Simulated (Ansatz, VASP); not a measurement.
# Zr: VASP beside Ansatz

```xyz
2
Lattice="3.2320 0.0000 0.0000 -1.6160 2.7990 0.0000 0.0000 0.0000 4.9926" Properties=species:S:1:pos:R:3 pbc="T T T"
Zr    0.0000    1.8660    1.2481
Zr    1.6160    0.9330    3.7444
```

Change from the starting cell: zz strain of -3 %.

Alike in both runs: task single point; functional PBE; k mesh 13 × 13 × 7; occupations fermi-dirac, width 0.08 eV; no spin polarisation.

```csv
,VASP,Ansatz
version,VASP 6.6.1,Ansatz 0.2.0
potentials or method,"VASP PAW PBE potentials, release 64 (Zr_sv), cutoff 520 eV","all-electron LAPW, scalar-relativistic"
```

|  | VASP | Ansatz | Ansatz less VASP |
| --- | --- | --- | --- |
| pressure (GPa) | 3.7 | 3.8 | +0.01 |
| traceless stress, the component that is largest in VASP (GPa) | 2.60 | 2.60 | 0.000 |

Ansatz ran all-electron here, and VASP with PAW potentials.
